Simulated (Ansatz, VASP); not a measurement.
**One calculation of LiCl, two programs**

INCAR

```
ALGO = Normal
EDIFF = 1E-6
ENCUT = 520
GGA = PS
ISIF = 2
ISMEAR = 0
LASPH = T
LCHARG = F
LREAL = F
LWAVE = F
NBANDS = 12
NELM = 60
PREC = Accurate
SIGMA = 0.02
```

File KPOINTS:

```
k-points
0
Gamma
  8 8 8
```

File POSCAR:

```
LiCl
1.0
   -0.0039240828      2.4753524664      2.4560654712
    2.4607076868     -0.0084893556      2.4606307440
    2.4630416184      2.4822516708     -0.0108232872
Li Cl
1 1
Direct
   -0.0017720956      0.0083068201      0.0013860946
    0.5017720956      0.4916931799      0.4986139054
```

Input for Ansatz:

```yaml
crystal:
  lattice:
    - [-0.0039240828, 2.4753524664, 2.4560654712]
    - [2.4607076868, -0.0084893556, 2.460630744]
    - [2.4630416184, 2.4822516708, -0.0108232872]
  atoms:
    - { symbol: Li, position: [-0.0017720956, 0.0083068201, 0.0013860946] }
    - { symbol: Cl, position: [0.5017720956, 0.4916931799, 0.4986139054] }
basis:
  ecutwfc: 420
kpoints:
  mp_grid: { grid: [8, 8, 8] }
hamiltonian:
  xc: pbesol
scf:
  occupations: { method: gaussian, width: 0.02 }
output:
  forces: true
  stress: true
  eigenvalues: true
```

Change from the starting cell: all atoms moved at random, cell strained at random.

Alike in both runs: task single point; functional PBEsol; k mesh 8 × 8 × 8; occupations gaussian, width 0.02 eV; no spin polarisation.

|  | VASP | Ansatz |
| --- | --- | --- |
| version | VASP 6.6.1 | Ansatz 0.2.0 |
| potentials or method | VASP PAW PBE potentials, release 64 (Li_sv, Cl), cutoff 520 eV | scalar-relativistic, plane waves, PAW |
| valence electrons in the cell | 10 | 10 |

```csv
,VASP,Ansatz,Ansatz less VASP
gap on the k mesh at the Fermi level (eV),6.61,6.59,-0.024
least direct gap on the mesh (eV),6.80,6.79,-0.011
rms of the force components (eV/Å),0.050,0.049,-0.0009
```

VASP's potentials were made for PBE, not for PBEsol. Atom by atom the forces differ by 0.001 eV/Å (rms over components).

Noted on VASP's run: the cutoff is short for stress, so the pressure is rough.
